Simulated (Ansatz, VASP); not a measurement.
# Two plane-wave programs on Ga

INCAR

```
PREC = Accurate
ENCUT = 600
EDIFF = 1E-6
ISMEAR = -1
SIGMA = 0.05
LREAL = F
LASPH = T
NELM = 150
ALGO = Normal
ISIF = 3
LWAVE = F
LCHARG = F
MAGMOM = 0 0 0
LORBIT = 11
LSORBIT = T
GGA_COMPAT = F
LORBMOM = T
GGA = PE
IBRION = 2
NSW = 60
EDIFFG = -0.005
```

KPOINTS

```
regular mesh
0
Gamma
  15 15 15
```

POSCAR

```
Ga
1.0
    2.7377415812      0.0000000000      0.0000000000
    0.0000000000      2.7377415812      0.0000000000
    0.0000000000      0.0000000000      2.7377415812
Ga
1
Direct
    0.0000000000      0.0000000000      0.0000000000
```

Input for Ansatz:

```yaml
crystal:
  lattice:
    - [2.7377415812, 0.0, 0.0]
    - [0.0, 2.7377415812, 0.0]
    - [0.0, 0.0, 2.7377415812]
  atoms:
    - { symbol: Ga, position: [0.0, 0.0, 0.0] }
kpoints:
  mp_grid: { grid: [15, 15, 15] }
scf:
  occupations: { method: fermi_dirac, width: 0.05 }
hamiltonian:
  xc: pbe
  pseudopotentials: { kind: paw_fr }
output:
  forces: true
  stress: true
  write_density: true
  write_potential: true
  elf: true
  volumetric_format: npy
relax:
  f_tol: 0.005
  max_steps: 40
  cell: {}
magnetization:
  noncollinear: true
  spin_orbit: true
```

Alike in both runs: task relaxation of cell and atoms; functional PBE; k mesh 15 × 15 × 15; occupations fermi-dirac, width 0.05 eV; non-collinear spin, spin-orbit coupling.

```csv
,VASP,Ansatz
version,VASP 6.6.1,Ansatz 0.2.0
potentials or method,"VASP PAW PBE potentials, release 64 (Ga_d)","PAW with Ansatz's default frozen-core files, fully relativistic files with spin-orbit coupling"
plane-wave cutoff (eV),600,420
valence electrons in the cell,13,13
```

```csv
,VASP,Ansatz,Ansatz less VASP
relaxed volume (Å³/atom),20.22,20.17,-0.045
relaxed length of the cell vector where the two differ most in proportion (Å),2.724,2.722,-0.0020
```
